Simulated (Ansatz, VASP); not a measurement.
## One calculation of RbPt3, two programs

```
Rb Pt
1.0
     4.24758    0.00000    0.00000
     0.00000    4.24758    0.00000
     0.00000    0.00000    4.24758
Rb Pt
1 3
Direct
  0.00000 0.00000 0.00000
  0.00000 0.50000 0.50000
  0.50000 0.00000 0.50000
  0.50000 0.50000 0.00000
```

Alike in both runs: task relaxation of cell and atoms; functional PBE; k mesh 12 × 12 × 12; occupations gaussian, width 0.1 eV; no spin polarisation.

```csv
,VASP,Ansatz
version,VASP 6.6.1,Ansatz 0.2.0
potentials or method,"VASP PAW PBE potentials, release 64 (Rb_sv, Pt), cutoff 600 eV","scalar-relativistic, plane waves, PAW"
valence electrons in the cell,39,63
```

VASP gave:

- gap on the k mesh at the Fermi level, each at its own relaxed structure (eV): none
- relaxed volume (Å³/atom): 19.25
- relaxed length of the cell vector where the two differ most in proportion (Å): 4.254

Which values does Ansatz return?

gap on the k mesh at the Fermi level, each at its own relaxed structure (eV): none; relaxed volume (Å³/atom): 19.19; relaxed length of the cell vector where the two differ most in proportion (Å): 4.250.

A gap of «none» marks a metal or a gap that the smearing closes. VASP's potentials hold 39 valence electrons a cell and Ansatz's 63, so a difference there can come from the potentials and not from the codes.

Spin-orbit coupling is off throughout.
